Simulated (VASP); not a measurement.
The system is Ta2Au.

```
Ta Au
1.0
    -3.15907    3.15907    2.62961
     3.15907   -3.15907    2.62961
     3.15907    3.15907   -2.62961
Ta Au
4 2
Cartesian
  1.0551 4.2142 0.0000
  2.1039 1.0551 0.0000
  2.1039 -1.0551 2.6296
  1.0551 2.1039 2.6296
  0.0000 0.0000 1.3148
  0.0000 0.0000 3.9444
```

```yaml
Program: VASP 6.6.1
Task: relaxation of cell and atoms
Functional: PBE
Potentials_or_basis: VASP PAW PBE potentials, release 64 (Ta_pv, Au)
Cutoff: 600 eV
k_mesh: 4 × 4 × 4
Occupations: gaussian, width 0.1 eV
Spin: no spin polarisation
```

At the start: pressure 16.5 GPa; volume 17.50 Å³/atom.

Q: How do energy, volume and symmetry change on relaxing?

A: Over 10 steps the energy falls by 174.0 meV/atom and the volume is 18.42 Å³/atom (+5.3 %); space group I4/mcm (No. 140, to 0.1 Å) before and after.

Step by step:
| step | energy change (eV) | largest force (eV/Å) | pressure (GPa) | volume (Å³) |
| --- | --- | --- | --- | --- |
| 1 | 0.0000 | 2.2130 | 16.55 | 104.97 |
| 2 | 1.3656 | 0.3664 | -25.66 | 134.79 |
| 3 | -0.6237 | 1.1860 | -4.89 | 114.43 |
| 4 | -0.6274 | 1.2398 | -3.70 | 113.75 |
| 5 | -0.9624 | 0.6538 | -1.06 | 111.22 |
| 6 | -1.0223 | 0.2657 | 1.55 | 109.73 |
| 7 | -1.0315 | 0.0853 | -2.39 | 111.95 |
| 8 | -1.0395 | 0.0571 | -0.85 | 111.04 |
| 9 | -1.0418 | 0.0957 | 0.75 | 110.22 |
| 10 | -1.0438 | 0.0316 | 0.09 | 110.55 |

Final structure:
```
Ta Au
1.0
    -3.27047    3.27047    2.58389
     3.27047   -3.27047    2.58389
     3.27047    3.27047   -2.58389
Ta Au
4 2
Direct
  0.64915 0.14915 0.79829
  0.14915 0.35085 0.50000
  0.35085 0.85085 0.20170
  0.85085 0.64915 0.50000
  0.25000 0.25000 0.00000
  0.75000 0.75000 0.00000
```

Caveat: the k points lie up to 0.39 Å⁻¹ apart in the final cell, too coarse for converged energies and pressures of a metal.
